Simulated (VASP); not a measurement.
Here is a VASP 6.6.1 calculation.

File POSCAR:

```
Si
1.0
    0.0000000000      2.6676765177      2.7620476182
    2.6676765177      0.0000000000      2.7620476182
    2.6676765177      2.6676765177      0.0000000000
Si
2
Direct
    0.0000000000      0.0000000000      0.0000000000
    0.2500000000      0.2500000000      0.2500000000
```

File INCAR.step1:

```
SYSTEM = Si
PREC = Accurate ; ENCUT = 520
EDIFF = 1E-5 ; ISMEAR = 0
SIGMA = 0.01 ; LREAL = .False.
LASPH = .True. ; NELM = 100
ALGO = Normal ; ISIF = 2
LWAVE = .True. ; LCHARG = .False.
GGA = PE ; NBANDS = 11
```

File INCAR.step2:

```
SYSTEM = Si
PREC = Accurate ; ENCUT = 520
EDIFF = 1E-7 ; ISMEAR = 0
SIGMA = 0.01 ; LREAL = .False.
LASPH = .True. ; NELM = 100
ALGO = Normal ; ISIF = 2
LWAVE = .False. ; LCHARG = .False.
GGA = PE ; LHFCALC = .True.
HFSCREEN = 0.2079 ; PRECFOCK = Normal
ISTART = 1 ; NBANDS = 11
```

Contents of KPOINTS:

```
Automatic mesh
0
Gamma
  6 6 6
  0 0 0
```

Potentials or basis: VASP PAW PBE potentials, release 64 (Si).

Launch:

```bash
$ cat potpaw_PBE.64/Si/POTCAR > POTCAR
$ cp INCAR.step1 INCAR
$ mpirun -np 1 vasp_std > vasp.out
$ cp INCAR.step2 INCAR
$ mpirun -np 1 vasp_std > vasp.out
```

(1) What does it give for the pressure?

(2) Predict the band gap on the k mesh.

Results:

(1) 2.1 GPa.

(2) 1.07 eV (least direct gap 3.21 eV).

Caveat: the cell differs from its parent crystal (epitaxial xy strain -2.0%); the PAW data sets were made with another functional, which shifts forces and pressure a little.
